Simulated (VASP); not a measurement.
Runs of VASP 6.6.1 on Ir. The structure is that of space group P6_3/mmc (No. 194), or close to it. The cells are those of the table. This isn't the form of Ir at room conditions, which is fcc.

| cell | gap on the mesh (eV) | pressure (GPa) |
| --- | --- | --- |
| a = 2.642, b = 2.642, c = 4.313 Å, angles 90.0, 90.0, 120.0°, 2 atoms | none | 30.0 |
| a = 2.579, b = 2.579, c = 4.606 Å, angles 90.0, 90.0, 120.0°, 2 atoms | none | 25.6 |
| a = 2.768, b = 2.768, c = 4.532 Å, angles 90.0, 90.0, 120.0°, 2 atoms | none | (a) |
| a = 2.642, b = 2.642, c = 4.240 Å, angles 90.0, 90.0, 120.0°, 2 atoms | none | 39.9 |
| a = 2.832, b = 2.831, c = 4.313 Å, angles 90.0, 90.0, 120.0°, 2 atoms | none | (d) |
| a = 2.579, b = 2.579, c = 4.459 Å, angles 90.0, 90.0, 120.0°, 2 atoms | none | 40.6 |
| a = 2.768, b = 2.768, c = 4.459 Å, angles 90.0, 90.0, 120.0°, 2 atoms | none | -21.9 |
| a = 2.832, b = 2.831, c = 4.386 Å, angles 90.0, 90.0, 120.0°, 2 atoms | none | (b) |
| a = 2.705, b = 2.705, c = 4.167 Å, angles 90.0, 90.0, 120.0°, 2 atoms | none | 25.2 |
| a = 2.895, b = 2.895, c = 4.240 Å, angles 90.0, 90.0, 120.0°, 2 atoms | none | -28.0 |
| a = 2.642, b = 2.642, c = 4.167 Å, angles 90.0, 90.0, 120.0°, 2 atoms | none | 51.3 |
| a = 2.516, b = 2.516, c = 4.606 Å, angles 90.0, 90.0, 120.0°, 2 atoms | none | (c) |

Alike in all rows: task single point; level LDA; potentials or basis VASP PAW LDA potentials, release 64 (Ir_sv_GW); no spin polarisation; k mesh 18 × 18 × 10; cutoff (eV) 560; smearing gaussian 0.15 eV.

Fill in the values left out.

(a) -26.4; (b) -28.5; (c) 57.8; (d) -23.3.

Caveats: spin-orbit coupling is left out, which moves the levels of the heavy elements; the cell stands under tension (at least some runs); the cell stands under pressure (at least some runs); the stress differs along the axes, from -8 to 42 GPa (at least some runs); the stress differs along the axes, from 38 to 45 GPa (at least some runs); the stress differs along the axes, from -29 to -12 GPa (at least some runs); the stress differs along the axes, from 16 to 53 GPa (at least some runs).

A k mesh can miss the band edges, and the runs leave out spin-orbit coupling on Ir.

A gap of «none» marks levels without a gap at the run's occupations.
